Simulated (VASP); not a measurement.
# Cu in VASP: notebook, part 2 of 2

VASP 6.6.1.

## Step 5: Single point, PBEsol

This run uses another cell than the first one, of 21.59 Å³/atom, 1.068 times its volume.

INCAR reads:

```
PREC     = Accurate       # precision mode
ENCUT    = 520            # plane-wave cutoff, eV
EDIFF    = 1E-6           # SCF threshold, eV
ISMEAR   = 0              # smearing method
SIGMA    = 0.1            # smearing width, eV
LREAL    = F              # projectors in reciprocal space
LASPH    = T              # aspherical terms in the spheres
NELM     = 100            # most SCF steps
ALGO     = Normal         # electronic algorithm
ISIF     = 2              # what is computed and relaxed
LWAVE    = F              # write WAVECAR
LCHARG   = F              # write CHGCAR
LDIPOL   = T            
IDIPOL   = 3            
DIPOL    = 0.5 0.5 0.500
GGA      = PS             # functional
NBANDS   = 54             # bands
```

KPOINTS reads:

```
Automatic mesh
0
Gamma
  12 12 1
```

POSCAR reads:

```
Cu
1.0
    2.5197984277      0.0000000000      0.0000000000
   -1.2598992139      2.1822094508      0.0000000000
    0.0000000000      0.0000000000     31.4116958754
Cu
8
Direct
    0.3333333333      0.6666666667      0.2705998439
    0.0000000000      0.0000000000      0.3361427456
    0.6666666667      0.3333333333      0.4016856474
    0.0000000000      0.0000000000      0.4672285491
    0.3333333333      0.6666666667      0.5326733527
    0.0000000000      0.0000000000      0.5979395917
    0.6666666667      0.3333333333      0.6629856748
    0.0000000000      0.0000000000      0.7280668127
```

Potentials or basis: VASP PAW PBE potentials, release 64 (Cu).

Launch:

```sh
cat potpaw_PBE.64/Cu/POTCAR > POTCAR
mpirun -np 1 vasp_std > vasp.out
```

OUTCAR:

```text
PREC = Accurate
   ENCUT = 520
   EDIFF = 1E-6
   ISMEAR = 0
   LREAL = F
   LASPH = T
   NELM = 100
   ISIF = 2
   GGA = PS

 ion  position               nearest neighbor table
   1  0.333  0.667  0.271-   2 2.52   2 2.52   2 2.52
   2  0.000  0.000  0.336-   1 2.52   1 2.52   1 2.52   3 2.52   3 2.52   3 2.52
   3  0.667  0.333  0.402-   4 2.52   4 2.52   4 2.52   2 2.52   2 2.52   2 2.52
   4  0.000  0.000  0.467-   5 2.52   5 2.52   5 2.52   3 2.52   3 2.52   3 2.52
   5  0.333  0.667  0.533-   6 2.51   6 2.51   6 2.51   4 2.52   4 2.52   4 2.52
   6  0.000  0.000  0.598-   7 2.51   7 2.51   7 2.51   5 2.51   5 2.51   5 2.51
   7  0.667  0.333  0.663-   6 2.51   6 2.51   6 2.51   8 2.51   8 2.51   8 2.51
   8  0.000  0.000  0.728-   7 2.51   7 2.51   7 2.51

  LATTYP: Found a hexagonal cell.
 ALAT       =     2.5197984277
 C/A-ratio  =    12.4659558202

  Lattice vectors:

 A1 = (   2.5197984277,   0.0000000000,   0.0000000000)
 A2 = (  -1.2598992139,   2.1822094508,   0.0000000000)
 A3 = (   0.0000000000,   0.0000000000,  31.4116958754)

Analysis of symmetry for initial positions (statically):
=====================================================================
 Subroutine PRICEL returns:
 Original cell was already a primitive cell.

 Routine SETGRP: Setting up the symmetry group for a
 hexagonal supercell.

 Subroutine GETGRP returns: Found  6 space group operations
 (whereof  6 operations were pure point group operations)
 out of a pool of 24 trial point group operations.

The static configuration has the point symmetry C_3v.

Analysis of symmetry for dynamics (positions and initial velocities):
=====================================================================
 Subroutine PRICEL returns:
 Original cell was already a primitive cell.

 Routine SETGRP: Setting up the symmetry group for a
 hexagonal supercell.

[... 139 lines left out ...]
   LEPSILON=     F    determine dielectric tensor
   LRPA    =     F    only Hartree local field effects (RPA)
 non-spin polarized calculation
 Gauss-broadening in eV      SIGMA  =   0.10
  energy-cutoff  :      520.00
  volume of cell :      172.72
 maximum number of plane-waves:      4690
 NGX is ok and might be reduce to    20
   NGX =  9   NGY =  9   NGZ =117

 dipolmoment           0.000000      0.000000      0.000029 electrons x Angstroem

 number of electron      88.0000021 magnetization

 dipolmoment           0.000000      0.000000     -0.000475 electrons x Angstroem

 Free energy of the ion-electron system (eV)
  ---------------------------------------------------
  ext. energy  EPLUGINS =         0.00000000
  ---------------------------------------------------
  free energy    TOTEN  =       -33.28438167 eV

  energy without entropy =      -33.26178957  energy(sigma->0) =      -33.27308562

 E-fermi :   1.8562     XC(G=0):  -7.4774

 val. band max:        1.8500886222   @ k =   0.2500   0.1667   0.0000
 cond. band min:       1.8671525067   @ k =   0.2500   0.0833   0.0000
 fundamental gap:      0.0170638845
 Fermi energy:         1.8561599165

 k-point     1 :       0.0000    0.0000    0.0000
  band No.  band energies     occupation
      1      -7.7091      2.00000
      2      -7.3197      2.00000
      3      -6.7104      2.00000
      4      -5.8685      2.00000
      5      -4.9375      2.00000
      6      -4.1207      2.00000
[... 1072 lines left out ...]
     53       8.1819      0.00000
     54       8.5100      0.00000

------------------------ aborting loop because EDIFF is reached ----------------------------------------

 vacuum level on the upper side and lower side of the slab       (xc-potential included)        -0.204        -0.187

  FORCE on cell =-STRESS in cart. coord.  units (eV):
  Direction    XX          YY          ZZ          XY          YZ          ZX
  --------------------------------------------------------------------------------------
  -------------------------------------------------------------------------------------
  Total       -0.6298937     -0.6298937     -0.1456599      0.0000000      0.0000000      0.0000000
  in kB       -5.8428431     -5.8428431     -1.3511298      0.0000000      0.0000000      0.0000000
  external PRESSURE =      -4.3456053 kB  Pullay stress =       0.0000000 kB

 VOLUME and BASIS-vectors are now :
 -----------------------------------------------------------------------------
  energy-cutoff  :      520.00
  volume of cell :      172.72
      direct lattice vectors                 reciprocal lattice vectors
     2.519798428  0.000000000  0.000000000     0.396857141  0.229125577  0.000000000
    -1.259899214  2.182209451  0.000000000     0.000000000  0.458251154  0.000000000
     0.000000000  0.000000000 31.411695875     0.000000000  0.000000000  0.031835276

 POSITION                                       TOTAL-FORCE (eV/Angst)
 -----------------------------------------------------------------------------------
     -0.00000      1.45481      8.50000         0.000000      0.000000      0.073169
      0.00000      0.00000     10.55881        -0.000000     -0.000000     -0.022576
      1.25990      0.72740     12.61763        -0.000000      0.000000     -0.027305
      0.00000      0.00000     14.67644        -0.000000     -0.000000     -0.051773
     -0.00000      1.45481     16.73217         0.000000     -0.000000      0.003732
      0.00000      0.00000     18.78230        -0.000000      0.000000     -0.000482
      1.25990      0.72740     20.82550        -0.000000     -0.000000      0.001107
      0.00000      0.00000     22.86981        -0.000000      0.000000      0.024128
 -----------------------------------------------------------------------------------
    total drift:                                0.000000      0.000000     -0.000624

  FREE ENERGIE OF THE ION-ELECTRON SYSTEM (eV)
  ---------------------------------------------------
  free  energy   TOTEN  =       -33.2843816739 eV

  energy  without entropy=      -33.2617895710  energy(sigma->0) =      -33.27308562

 vacuum level on the upper side and lower side of the slab         6.598         6.614
```

OSZICAR:

```text
N       E                     dE             d eps       ncg     rms          rms(c)
DAV:   1     0.831909255501E+03    0.83191E+03   -0.39227E+04  2052   0.245E+03
DAV:   2     0.736628325241E+02   -0.75825E+03   -0.73739E+03  2052   0.473E+02
DAV:   3    -0.372096713021E+02   -0.11087E+03   -0.10394E+03  2124   0.227E+02
[... 24 lines left out ...]
DAV:  28    -0.332843760013E+02   -0.13389E-05   -0.43187E-07  1320   0.132E-02    0.470E-04
DAV:  29    -0.332843780190E+02   -0.20177E-05   -0.26626E-07  1350   0.705E-03    0.591E-04
DAV:  30    -0.332843796275E+02   -0.16085E-05   -0.19523E-07  1312   0.573E-03    0.503E-04
DAV:  31    -0.332843807273E+02   -0.10998E-05   -0.52119E-08  1206   0.293E-03    0.201E-04
DAV:  32    -0.332843816739E+02   -0.94660E-06   -0.35569E-08  1254   0.263E-03
   1 F= -.33284382E+02 E0= -.33273086E+02  d E =-.225921E-01
```

stdout:

```text
POSCAR found type information on POSCAR Cu
 POSCAR found :  1 types and       8 ions
 scaLAPACK will be used
 -----------------------------------------------------------------------------
|                                                                             |
|                                                                             |
|     You enforced a specific xc type in the INCAR file but a different       |
|     I HOPE YOU KNOW WHAT YOU ARE DOING!                                     |
|                                                                             |
 -----------------------------------------------------------------------------

 LDA part: xc-table for (Slater+PW92), standard interpolation
 POSCAR, INCAR and KPOINTS ok, starting setup
 FFT: planning ... GRIDC
 FFT: planning ... GRID_SOFT
 FFT: planning ... GRID
 WAVECAR not read
 entering main loop
```

Wall time 4.1 min (1 thread of Intel Xeon 6975P-C (Granite Rapids), shared host); peak memory 0.35 GiB.

What came out:

| Property | Result |
| --- | --- |
| Free energy | -33.2844 eV |
| Largest force | 0.073 eV/Å |
| Band gap on the k mesh | zero (band 44 reaches 5.46 eV, above the bottom of band 45 at 0.17 eV) |

Forces in eV/Å, atoms in the order of the input:
```
Cu   0.000  0.000  0.073
Cu   0.000  0.000 -0.023
Cu   0.000  0.000 -0.027
Cu   0.000  0.000 -0.052
Cu   0.000  0.000  0.004
Cu   0.000  0.000  0.000
Cu   0.000  0.000  0.001
Cu   0.000  0.000  0.024
```

Caveat: the PAW data sets were made with another functional, which shifts forces and pressure a little.

## Step 6: The runs side by side

| cell | k mesh | gap on the mesh (eV) | largest force (eV/Å) |
| --- | --- | --- | --- |
| a = 2.520, b = 2.520, c = 29.412 Å, angles 90.0, 90.0, 120.0°, 8 atoms | 15 × 15 × 1 | none | 0.03 |
| a = 2.520, b = 2.520, c = 35.529 Å, angles 90.0, 90.0, 120.0°, 10 atoms | 12 × 12 × 1 | none | 0.04 |
| a = 2.520, b = 2.520, c = 31.412 Å, angles 90.0, 90.0, 120.0°, 8 atoms | 12 × 12 × 1 | none | 0.07 |

Some of these runs hold the atoms at other places in the same cell, which the table doesn't show; runs alike in all that it shows share one row.

Alike in all rows: task single point; level PBEsol; potentials or basis VASP PAW PBE potentials, release 64 (Cu); no spin polarisation; cutoff (eV) 520; smearing gaussian 0.1 eV.

Caveats: the PAW data sets were made with another functional, which shifts forces and pressure a little.

Absolute energies hang on the potentials; compare differences alone.
